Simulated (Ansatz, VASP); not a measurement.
# One calculation of HfB2, two programs

```
Hf B
1.0
     3.17499    0.00000    0.00000
    -1.58750    2.74963    0.00000
     0.00000    0.00000    3.43776
Hf B
1 2
Cartesian
  0.0000 0.0000 0.0000
  0.0000 1.8331 1.7189
  1.5875 0.9165 1.7189
```

Alike in both runs: task relaxation of cell and atoms; functional PBE; k mesh 12 × 12 × 10; occupations gaussian, width 0.05 eV; no spin polarisation.

```csv
,VASP,Ansatz
version,VASP 6.6.1,Ansatz 0.2.0
potentials or method,"VASP PAW PBE potentials, release 64 (Hf_pv, B), cutoff 600 eV","scalar-relativistic, plane waves, PAW"
valence electrons in the cell,16,32
```

Ansatz gave:

```
gap on the k mesh at the Fermi level, each at its own relaxed structure (eV) : none
relaxed volume (Å³/atom)                                                     : 9.96
relaxed cell length with the largest relative difference (Å)                 : 3.145
```

Task: Which values does VASP return?

Result: gap on the k mesh at the Fermi level, each at its own relaxed structure (eV): none; relaxed volume (Å³/atom): 9.94; relaxed cell length with the largest relative difference (Å): 3.143.

A gap of «none» marks a metal or a gap that the smearing closes. VASP's potentials hold 16 valence electrons a cell and Ansatz's 32, so a difference there can come from the potentials and not from the codes.

Spin-orbit coupling is off throughout.
